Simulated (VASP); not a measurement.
CsH, 2 atoms in the cell. It takes space group Immm (No. 71, orthorhombic). Conventional cell: a = 4.396 Å, b = 4.621 Å, c = 6.376 Å, α = 90.00°, β = 90.00°, γ = 90.00°. Within 4.2 Å of Cs (site symmetry mmm) lie 6 H at 3.19 Å. H (site symmetry mmm) has 6 Cs at 3.19 Å within 4.2 Å.  This cell differs from its parent crystal: strain -0.0500 x Voigt [0, 0, 0, 0, 1, 0].

| Quantity | Value |
| --- | --- |
| Program | VASP 6.6.1 |
| Task | single point |
| Functional | r2SCAN |
| Potentials or basis | VASP PAW PBE potentials, release 64 (Cs_sv, H) |
| Cutoff | 520 eV |
| k mesh | 6 × 6 × 6 |
| Occupations | gaussian, width 0.05 eV |
| Spin | no spin polarisation |
| Dipole correction | no |
| Further INCAR settings | ALGO = Normal; EDIFF = 1e-07; NBANDS = 12 |

Potentials or basis: VASP PAW PBE potentials, release 64 (Cs_sv, H).

Launch:

```bash
$ cat potpaw_PBE.64/Cs_sv/POTCAR potpaw_PBE.64/H/POTCAR > POTCAR
$ cp INCAR.step1 INCAR
$ mpirun -np 1 vasp_std > vasp.out
$ cp INCAR.step2 INCAR
$ mpirun -np 1 vasp_std > vasp.out
```

Hardware: 1 thread of AMD EPYC 7R13 Processor (Zen 3), on a shared host.

Task: Estimate the wall time of this run.

Result: Run time: 2.4 min on 1 thread of AMD EPYC 7R13 Processor (Zen 3) (shared host), peak memory 0.2 GiB. Counts: k points 46.
